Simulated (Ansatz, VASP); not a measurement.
## One calculation of Ir, two programs

```
Ir
1.0
     0.00000    1.91560    1.91560
     1.91560    0.00000    1.91560
     1.91560    1.91560    0.00000
Ir
1
Direct
  0.00000 0.00000 0.00000
```

Alike in both runs: task relaxation of cell and atoms; functional BLYP; k mesh 12 × 12 × 12; occupations fermi-dirac, width 0.05 eV; no spin polarisation.

```csv
,VASP,Ansatz
version,VASP 6.6.1,Ansatz 0.2.0
potentials or method,"VASP PAW PBE potentials, release 64 (Ir)",Ansatz PAW
plane-wave cutoff (eV),600,420
valence electrons in the cell,9,17
```

|  | VASP | Ansatz | Ansatz less VASP |
| --- | --- | --- | --- |
| gap on the k mesh at the Fermi level, each at its own relaxed structure (eV) | none | none | - |
| relaxed volume (Å³/atom) | 15.35 | 15.22 | -0.123 |
| relaxed cell length with the largest relative difference (Å) | 2.789 | 2.782 | -0.0075 |

VASP's potentials were made for PBE, not for BLYP. A gap of «none» marks a metal or a gap that the smearing closes. VASP's potentials hold 9 valence electrons a cell and Ansatz's 17, so a difference there can come from the potentials and not from the codes.

Spin-orbit coupling is off throughout. Noted on Ansatz's run: the plane-wave basis is chosen anew once the cell has moved, so the energies of steps on either side of that aren't comparable.
